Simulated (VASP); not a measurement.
Write the native input for VASP 6.6.1 that does the following.

- Task: single point
- Functional: PBEsol
- Potentials or basis: VASP PAW PBE potentials, release 64 (Ag, Cl)
- Cutoff: 520 eV
- k mesh: 12 × 12 × 12
- Occupations: gaussian, width 0.05 eV
- Spin: no spin polarisation
- Dipole correction: no
- Further INCAR settings: ALGO = Normal; EDIFF = 1e-07; NBANDS = 16

The structure of AgCl lies in POSCAR:

```
AgCl
1.0
    3.6251326342      0.0000000000      0.0000000000
    0.0000000000      3.6251326342      0.0000000000
    0.0000000000      0.0000000000      3.0813627391
Ag Cl
1 1
Direct
    0.0000000000      0.0000000000      0.0000000000
    0.5000000000      0.5000000000      0.5000000000
```

This cell differs from its parent crystal: ratio of the length along z to the lengths across it x 0.85, volume and fractional coordinates fixed.

One way to write it, as run:

INCAR

```
SYSTEM = AgCl
  PREC = Accurate
  ENCUT = 520
  EDIFF = 1E-7
  ISMEAR = 0
  SIGMA = 0.05
  LREAL = .False.
  LASPH = .True.
  NELM = 60
  ALGO = Normal
  ISIF = 2
  LWAVE = .False.
  LCHARG = .True.
  GGA = PS
  LELF = .True.
  LVHAR = .True.
  NBANDS = 16
```

KPOINTS

```
regular mesh
0
Gamma
  12 12 12
  0 0 0
```

Potentials or basis: VASP PAW PBE potentials, release 64 (Ag, Cl).

Launch:

```bash
$ cat potpaw_PBE.64/Ag/POTCAR potpaw_PBE.64/Cl/POTCAR > POTCAR
$ mpirun -np 1 vasp_std > vasp.out
```

Results of the run:

```yaml
Pressure: -4.2 GPa
Band_gap_on_the_k_mesh: zero (band 9 reaches 4.23 eV, above the bottom of band 10 at 4.05 eV)
```

Caveat: the PAW data sets were made with another functional, which shifts forces and pressure a little.

Run time: 2.1 min on 1 thread of AMD EPYC 7R43 64-Core Processor (Zen 3), on a shared host, peak memory 0.21 GiB.
